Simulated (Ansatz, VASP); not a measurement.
One calculation of Ag, two programs

```xyz
1
Lattice="0.0000 1.9409 1.9409 1.9409 0.0000 1.9409 1.9409 1.9409 0.0000" Properties=species:S:1:pos:R:3 pbc="T T T"
Ag    0.0000    0.0000    0.0000
```

Change from the starting cell: strain -0.050 along x and y, -0.050 along z, atoms carried along.

Alike in both runs: task single point; functional r2SCAN; k mesh 20 × 20 × 20; occupations gaussian, width 0.15 eV; no spin polarisation.

|  | VASP | Ansatz |
| --- | --- | --- |
| version | VASP 6.6.1 | Ansatz 0.2.0 |
| potentials or method | VASP PAW PBE potentials, release 64 (Ag), cutoff 520 eV | scalar-relativistic, plane waves, PAW |
| valence electrons in the cell | 11 | 19 |

|  | VASP | Ansatz | Ansatz less VASP |
| --- | --- | --- | --- |
| gap on the k mesh at the Fermi level (eV) | none | none | - |
| pressure (GPa) | 28.5 | 27.9 | -0.60 |

VASP's potentials were made for PBE, not for r2SCAN. A gap of «none» marks a metal or a gap that the smearing closes. VASP's potentials hold 11 valence electrons a cell and Ansatz's 19, so a difference there can come from the potentials and not from the codes.
